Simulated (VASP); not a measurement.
# Si (Im-3m) in VASP: notebook

Runs on Si. Level: PBE. Tasks: single point, relaxation of cell and atoms.

Program: VASP 6.6.1. These are calculated values, not measurements. Logs are shortened: lines on timing, memory, paths and dates and some standing lists are left out, and cuts for length are marked.

## 1. The cell of the first run

It takes space group Im-3m (No. 229, cubic). The conventional cell has a = 3.079 Å, b = 3.079 Å, c = 3.079 Å, α = 90.00°, β = 90.00°, γ = 90.00°. Si (site symmetry m-3m) has 14 Si at 2.67 to 3.08 Å within 3.5 Å.

This isn't the form of Si at room conditions, which is diamond.

## 2. Single point, PBE

The input, INCAR:

```
SYSTEM = Si
PREC = Accurate
ENCUT = 500
EDIFF = 1E-6
ISMEAR = -1
SIGMA = 0.05
LREAL = .FALSE.
LASPH = .TRUE.
NELM = 120
ALGO = Normal
ISIF = 2
LWAVE = .FALSE.
LCHARG = .FALSE.
GGA = PE
NBANDS = 8
GGA_COMPAT = .FALSE.
```

The input, KPOINTS:

```
regular mesh
0
G
  11 11 11
  0 0 0
```

The input, POSCAR:

```
Si
1.0
   -1.5393938539      1.5393938539      1.5393938539
    1.5393938539     -1.5393938539      1.5393938539
    1.5393938539      1.5393938539     -1.5393938539
Si
1
Direct
    0.0000000000      0.0000000000      0.0000000000
```

Potentials or basis: VASP PAW PBE potentials, release 64 (Si).

On the command line:

```sh
$ cat potpaw_PBE.64/Si/POTCAR > POTCAR
$ mpirun -np 1 vasp_std > vasp.out
```

OUTCAR:

```text
SYSTEM = Si
   PREC = Accurate
   ENCUT = 500
   EDIFF = 1E-6
   ISMEAR = -1
   LREAL = .FALSE.
   LASPH = .TRUE.
   NELM = 120
   ISIF = 2
   GGA = PE

 ion  position               nearest neighbor table
   1  0.000  0.000  0.000-

  LATTYP: Found a body centered cubic cell.
 ALAT       =     3.0787877078

  Lattice vectors:

 A1 = (  -1.5393938539,   1.5393938539,   1.5393938539)
 A2 = (   1.5393938539,  -1.5393938539,   1.5393938539)
 A3 = (   1.5393938539,   1.5393938539,  -1.5393938539)

Analysis of symmetry for initial positions (statically):
=====================================================================
 Subroutine PRICEL returns:
 Original cell was already a primitive cell.

 Routine SETGRP: Setting up the symmetry group for a
 body centered cubic supercell.

 Subroutine GETGRP returns: Found 48 space group operations
 (whereof 48 operations were pure point group operations)
 out of a pool of 48 trial point group operations.

The static configuration has the point symmetry O_h .

Analysis of symmetry for dynamics (positions and initial velocities):
=====================================================================
 Subroutine PRICEL returns:
 Original cell was already a primitive cell.

 Routine SETGRP: Setting up the symmetry group for a
 body centered cubic supercell.

 Subroutine GETGRP returns: Found 48 space group operations
 (whereof 48 operations were pure point group operations)
 out of a pool of 48 trial point group operations.

The dynamic configuration has the point symmetry O_h .

 Subroutine INISYM returns: Found 48 space group operations
 (whereof 48 operations are pure point group operations),
 and found     1 'primitive' translations

----------------------------------------------------------------------------------------

                                     Primitive cell

  volume of cell :      14.5918

  direct lattice vectors                    reciprocal lattice vectors
    -1.539393854  1.539393854  1.539393854     0.000000000  0.324803168  0.324803168
     1.539393854 -1.539393854  1.539393854     0.324803168  0.000000000  0.324803168
     1.539393854  1.539393854 -1.539393854     0.324803168  0.324803168  0.000000000

  length of vectors
     2.666308368  2.666308368  2.666308368     0.459341045  0.459341045  0.459341045

  position of ions in fractional coordinates (direct lattice)
     0.000000000  0.000000000  0.000000000

  ion indices of the primitive-cell ions
   primitive index   ion index
                 1           1

----------------------------------------------------------------------------------------

 KPOINTS: regular mesh

Automatic generation of k-mesh.
 Grid dimensions read from file:
 generate k-points for:   11   11   11

 Generating k-lattice:

  Cartesian coordinates                     Fractional coordinates (reciprocal lattice)
     0.000000000  0.029527561  0.029527561     0.090909091  0.000000000  0.000000000
     0.029527561  0.000000000  0.029527561     0.000000000  0.090909091  0.000000000
     0.029527561  0.029527561  0.000000000     0.000000000  0.000000000  0.090909091

  Length of vectors
     0.041758277  0.041758277  0.041758277

  Shift w.r.t. Gamma in fractional coordinates (k-lattice)
     0.000000000  0.000000000  0.000000000

 Subroutine IBZKPT returns following result:
 ===========================================

 Found     56 irreducible k-points:

 Following reciprocal coordinates:
            Coordinates               Weight
  0.000000  0.000000  0.000000      1.000000
  0.090909  0.000000  0.000000     12.000000
  0.181818  0.000000  0.000000     12.000000
  0.272727  0.000000  0.000000     12.000000
  0.363636  0.000000  0.000000     12.000000
  0.454545  0.000000  0.000000     12.000000
[... 16 lines left out ...]
  0.272727  0.181818  0.090909     48.000000
  0.363636  0.181818  0.090909     24.000000
 [... further k-points ...]
   k-points           NKPTS =     56   k-points in BZ     NKDIM =     56   number of bands    NBANDS=      8
   number of dos      NEDOS =    301   number of ions     NIONS =      1
   total plane-waves  NPLWV =   8000
   dimension x,y,z NGX =    20 NGY =   20 NGZ =   20
   dimension x,y,z NGXF=    40 NGYF=   40 NGZF=   40
   ions per type =               1
   NGX,Y,Z   is equivalent  to a cutoff of  12.47, 12.47, 12.47 a.u.
   NGXF,Y,Z  is equivalent  to a cutoff of  24.94, 24.94, 24.94 a.u.
 SYSTEM =  Si
   PREC   = accura    normal or accurate (medium, high low for compatibility)
   ISTART =      0    job   : 0-new  1-cont  2-samecut
   ICHARG =      2    charge: 1-file 2-atom 10-const
   ISPIN  =      1    spin polarized calculation?
   LNONCOLLINEAR =      F non collinear calculations
   LSORBIT =      F    spin-orbit coupling
   LASPH  =      T    aspherical Exc in radial PAW
   ENCUT  =  500.0 eV  36.75 Ry    6.06 a.u.   4.86  4.86  4.86*2*pi/ulx,y,z
   NELM   =    120;   NELMIN=  2; NELMDL= -5     # of ELM steps
   EDIFF  = 0.1E-05   stopping-criterion for ELM
   LREAL  =      F    real-space projection
   EDIFFG = 0.1E-04   stopping-criterion for IOM
   NSW    =      0    number of steps for IOM
   IBRION =     -1    ionic relax: 0-MD 1-quasi-New 2-CG
   NFREE  =      0    steps in history (QN), initial steepest desc. (CG)
   ISIF   =      2    stress and relaxation
   ISYM   =      2    0-nonsym 1-usesym 2-fastsym
   POTIM  = 0.5000    time-step for ionic-motion
   TEBEG  =    0.0;   TEEND  =   0.0 temperature during run
   PSTRESS=    0.0 pullay stress
   NELECT =       4.0000    total number of electrons
   NUPDOWN=      -1.0000    fix difference up-down
   EMIN   =  10.00;   EMAX   =-10.00  energy-range for DOS
   EFERMI =   0.00;   METHOD = LEGACY
   ISMEAR =    -1;   SIGMA  =   0.05  broadening in eV -4-tet -1-fermi 0-gaus
   EFERMI_NEDOS =   21; number of points for ismear=-14 and -15
   IALGO  =     38    algorithm
   IMIX   =      4    mixing-type and parameters
     AMIX     =   0.40;   BMIX     =  1.00
     AMIX_MAG =   1.60;   BMIX_MAG =  1.00
  volume/ion in A,a.u.               =      14.59        98.47
  Fermi-wavevector in a.u.,A,eV,Ry     =   1.063470  2.009666 15.387748  1.130968
  Thomas-Fermi vector in A             =   2.198955
   LORBIT       =      0    0 simple, 1 ext, 2 COOP (PROOUT), +10 PAW based schemes
   GGA     = PE    functional components
   LHFCALC =     F    Hartree Fock is set to
   AEXX    =    0.0000 exact exchange contribution
   IVDW    =     0    specifies the selected vdW correction
   LEPSILON=     F    determine dielectric tensor
   LRPA    =     F    only Hartree local field effects (RPA)
 non-spin polarized calculation
  energy-cutoff  :      500.00
  volume of cell :       14.59
 maximum number of plane-waves:       379
   NGX =  9   NGY =  9   NGZ =  9

 number of electron       3.9999999 magnetization

 Free energy of the ion-electron system (eV)
  ---------------------------------------------------
  ext. energy  EPLUGINS =         0.00000000
  ---------------------------------------------------
  free energy    TOTEN  =        -4.88691507 eV

  energy without entropy =       -4.88123123  energy(sigma->0) =       -4.88407315

 E-fermi :   9.9227     XC(G=0): -11.1629

 val. band max:        9.8921082264   @ k =   0.2727   0.1818   0.0909
 cond. band min:       9.9826152409   @ k =  -0.4545  -0.4545   0.1818
 fundamental gap:      0.0905070144
 Fermi energy:         9.9226928078

 k-point     1 :       0.0000    0.0000    0.0000
  band No.  band energies     occupation
      1      -4.3073      2.00000
      2      21.3524      0.00000
      3      21.3524      0.00000
      4      21.3524      0.00000
      5      22.4837      0.00000
      6      22.4837      0.00000
      7      22.4837      0.00000
      8      26.1809      0.00000

 k-point     2 :       0.0909    0.0000    0.0000
  band No.  band energies     occupation
      1      -4.0539      2.00000
      2      18.8329      0.00000
      3      19.7051      0.00000
      4      21.0007      0.00000
      5      21.7119      0.00000
      6      23.3664      0.00000
      7      24.5545      0.00000
      8      25.0315      0.00000

 k-point     3 :       0.1818    0.0000    0.0000
  band No.  band energies     occupation
      1      -3.2956      2.00000
      2      15.0628      0.00000
      3      18.0226      0.00000
      4      20.1421      0.00000
      5      20.2819      0.00000
      6      22.3347      0.00000
      7      25.7988      0.00000
      8      26.1337      0.00000

 k-point     4 :       0.2727    0.0000    0.0000
  band No.  band energies     occupation
      1      -2.0379      2.00000
      2      11.2658      0.00000
      3      16.7496      0.00000
      4      18.9908      0.00000
      5      19.2061      0.00000
      6      21.1444      0.00000
      7      26.9475      0.00000
      8      27.2455      0.00000

 k-point     5 :       0.3636    0.0000    0.0000
  band No.  band energies     occupation
      1      -0.2908      2.00000
      2       7.7558      2.00000
      3      15.9003      0.00000
      4      18.0752      0.00000
      5      18.4866      0.00000
      6      20.2988      0.00000
      7      28.2637      0.00000
      8      28.9332      0.00000

 k-point     6 :       0.4545    0.0000    0.0000
  band No.  band energies     occupation
      1       1.9266      2.00000
      2       4.6431      2.00000
      3      15.4758      0.00000
      4      17.6062      0.00000
      5      18.1062      0.00000
      6      19.8625      0.00000
      7      29.7981      0.00000
      8      30.5108      0.00000

 k-point     7 :       0.0909    0.0909    0.0000
  band No.  band energies     occupation
      1      -3.5480      2.00000
      2      16.8391      0.00000
      3      17.3786      0.00000
      4      19.3837      0.00000
      5      22.0708      0.00000
      6      23.4569      0.00000
      7      24.6181      0.00000
      8      25.8276      0.00000

 k-point     8 :       0.1818    0.0909    0.0000
  band No.  band energies     occupation
      1      -2.5400      2.00000
      2      13.2913      0.00000
      3      15.6245      0.00000
      4      18.0685      0.00000
      5      21.3992      0.00000
      6      22.9056      0.00000
      7      25.1972      0.00000
      8      27.6433      0.00000

 k-point     9 :       0.2727    0.0909    0.0000
  band No.  band energies     occupation
      1      -1.0375      2.00000
      2       9.6390      1.99315
      3      14.5067      0.00000
      4      17.0396      0.00000
      5      20.4903      0.00000
      6      22.4103      0.00000
      7      26.0838      0.00000
      8      29.4941      0.00000

 k-point    10 :       0.3636    0.0909   -0.0000
  band No.  band energies     occupation
      1       0.9471      2.00000
      2       6.3241      2.00000
      3      13.8342      0.00000
      4      16.3976      0.00000
      5      19.8732      0.00000
      6      21.9819      0.00000
      7      27.5977      0.00000
      8      30.5745      0.00000
[... 78 lines left out ...]
 k-point    18 :       0.1818    0.0909    0.0909
  band No.  band energies     occupation
      1      -1.5370      2.00000
      2      11.7108      0.00000
      3      13.9894      0.00000
      4      14.5447      0.00000
      5      23.8145      0.00000
      6      24.2750      0.00000
      7      27.1674      0.00000
      8      27.3388      0.00000

 k-point    19 :       0.2727    0.0909    0.0909
  band No.  band energies     occupation
      1       0.2061      2.00000
      2       8.2299      2.00000
      3      13.0685      0.00000
      4      13.6411      0.00000
      5      23.4102      0.00000
      6      23.7027      0.00000
      7      28.6757      0.00000
      8      29.0867      0.00000

 k-point    20 :       0.3636    0.0909    0.0909
  band No.  band energies     occupation
      1       2.4188      2.00000
      2       5.1268      2.00000
      3      12.6139      0.00000
      4      13.1822      0.00000
      5      23.1341      0.00000
      6      23.3549      0.00000
      7      30.1049      0.00000
      8      30.7337      0.00000

 k-point    21 :      -0.0909    0.0909    0.0909
  band No.  band energies     occupation
      1      -3.8008      2.00000
      2      18.3214      0.00000
      3      18.3214      0.00000
      4      19.6301      0.00000
      5      22.5154      0.00000
      6      22.9790      0.00000
      7      24.3178      0.00000
      8      24.3178      0.00000

 k-point    22 :       0.1818    0.1818    0.0909
  band No.  band energies     occupation
      1      -0.0417      2.00000
      2      10.3916      0.00017
      3      10.7710      0.00000
      4      13.1740      0.00000
      5      24.8791      0.00000
      6      25.7722      0.00000
      7      27.8865      0.00000
      8      28.7404      0.00000

 k-point    23 :       0.2727    0.1818    0.0909
  band No.  band energies     occupation
      1       1.9336      2.00000
      2       7.2776      2.00000
      3       9.8921      1.29665
      4      12.4850      0.00000
      5      24.9772      0.00000
      6      26.3345      0.00000
      7      28.9598      0.00000
      8      30.4168      0.00000

 k-point    24 :       0.3636    0.1818    0.0909
  band No.  band energies     occupation
      1       4.2003      2.00000
      2       4.5697      2.00000
      3       9.6536      1.99084
      4      12.2552      0.00000
      5      24.8906      0.00000
      6      26.5304      0.00000
      7      29.8528      0.00000
      8      30.6299      0.00000

 [... further k-points ...]

------------------------ aborting loop because EDIFF is reached ----------------------------------------

  FORCE on cell =-STRESS in cart. coord.  units (eV):
  Direction    XX          YY          ZZ          XY          YZ          ZX
  --------------------------------------------------------------------------------------
  -------------------------------------------------------------------------------------
  Total       -0.0021150     -0.0021150     -0.0021150     -0.0000000     -0.0000000      0.0000000
  in kB       -0.2322309     -0.2322309     -0.2322309     -0.0000000     -0.0000000      0.0000000
  external PRESSURE =      -0.2322309 kB  Pullay stress =       0.0000000 kB

 VOLUME and BASIS-vectors are now :
 -----------------------------------------------------------------------------
  energy-cutoff  :      500.00
  volume of cell :       14.59
      direct lattice vectors                 reciprocal lattice vectors
    -1.539393854  1.539393854  1.539393854     0.000000000  0.324803168  0.324803168
     1.539393854 -1.539393854  1.539393854     0.324803168  0.000000000  0.324803168
     1.539393854  1.539393854 -1.539393854     0.324803168  0.324803168  0.000000000

 POSITION                                       TOTAL-FORCE (eV/Angst)
 -----------------------------------------------------------------------------------
      0.00000      0.00000      0.00000        -0.000000     -0.000000     -0.000000
 -----------------------------------------------------------------------------------
    total drift:                                0.000000      0.000000     -0.000000

  FREE ENERGIE OF THE ION-ELECTRON SYSTEM (eV)
  ---------------------------------------------------
  free  energy   TOTEN  =        -4.8869150671 eV

  energy  without entropy=       -4.8812312319  energy(sigma->0) =       -4.88407315
```

Wall time 2.2 s (1 thread of Intel Xeon 6975P-C (Granite Rapids), shared host); peak memory 0.11 GiB.

What came out:

- Free energy: -4.8869 eV
- Pressure: 0.0 GPa
- Band gap on the k mesh: zero (bands 2 and 3 overlap by 15.36 eV)

Levels at points of the mesh, in eV from the Fermi level:
```csv
k point,band 1,band 2,band 3,band 4,band 5
"(0.00, 0.00, 0.00)",-14.23,11.43,11.43,11.43,12.56
```

(Part 1 of 2 ends here.)
